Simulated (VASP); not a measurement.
Ca2SeO, 4 atoms in the cell. The structure is tetragonal, space group P4/mmm (No. 123). Conventional cell: a = 3.883 Å, b = 3.883 Å, c = 5.494 Å, α = 90.00°, β = 90.00°, γ = 90.00°. Within 3.6 Å of O (site symmetry 4/mmm) lie 6 Ca at 2.75 Å. Within 3.6 Å of Ca (site symmetry 4/mmm) lie 4 Se at 2.75 Å and 2 O at 2.75 Å. Ca (site symmetry 4/mmm) has 4 O at 2.75 Å and 2 Se at 2.75 Å within 3.6 Å. Se (site symmetry 4/mmm) has 6 Ca at 2.75 Å within 3.6 Å. 

```yaml
Program: VASP 6.6.1
Task: single point
Functional: HSE06
Potentials_or_basis: VASP PAW PBE potentials, release 64 (O, Ca_sv, Se)
Cutoff: 520 eV
k_mesh: 4 × 4 × 2
Occupations: gaussian, width 0.01 eV
Spin: no spin polarisation
Dipole_correction: no
Grid_for_exact_exchange_PRECFOCK: Normal
Further_INCAR_settings: ALGO = Normal; EDIFF = 1e-06; NBANDS = 24
Share_of_exact_exchange: 0.25
Screening_parameter: 0.2079 1/Å
```

Potentials or basis: VASP PAW PBE potentials, release 64 (O, Ca_sv, Se).

Run with:

```console
$ cat potpaw_PBE.64/O/POTCAR potpaw_PBE.64/Ca_sv/POTCAR potpaw_PBE.64/Se/POTCAR > POTCAR
$ cp INCAR.step1 INCAR
$ mpirun -np 1 vasp_std > vasp.out
$ cp INCAR.step2 INCAR
$ mpirun -np 1 vasp_std > vasp.out
```

Hardware: 1 thread of Intel(R) Xeon(R) Platinum 8259CL CPU @ 2.50GHz (Skylake/Cascade Lake) (shared host).

Q: Estimate the wall time of this run.

A: It took 23 min on 1 thread of Intel(R) Xeon(R) Platinum 8259CL CPU @ 2.50GHz (Skylake/Cascade Lake), on a shared host, peak memory 0.32 GiB. Counts: k points 12.
